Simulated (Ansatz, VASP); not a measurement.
One calculation of Ru, two programs

```xyz
2
Lattice="2.7058 0.0000 0.0000 -1.3529 2.3433 0.0000 0.0000 0.0000 4.2819" Properties=species:S:1:pos:R:3 pbc="T T T"
Ru    0.0000    1.5622    1.0705
Ru    1.3529    0.7811    3.2114
```

Alike in both runs: task relaxation of cell and atoms; functional PBE; k mesh 10 × 10 × 6; occupations fermi-dirac, width 0.1 eV; no spin polarisation.

```csv
,VASP,Ansatz
version,VASP 6.6.1,Ansatz 0.2.0
potentials or method,"VASP PAW PBE potentials, release 64 (Ru_pv)","plane waves, PAW"
plane-wave cutoff (eV),600,420
valence electrons in the cell,28,32
```

Ansatz gave:

```
relaxed volume (Å³/atom)                                     : 13.79
relaxed cell length with the largest relative difference (Å) : 2.727
```

Q: Which values does VASP return?

A: Relaxed volume (Å³/atom): 13.78; relaxed cell length with the largest relative difference (Å): 2.726.

VASP's potentials hold 28 valence electrons a cell and Ansatz's 32, so a difference there can come from the potentials and not from the codes.
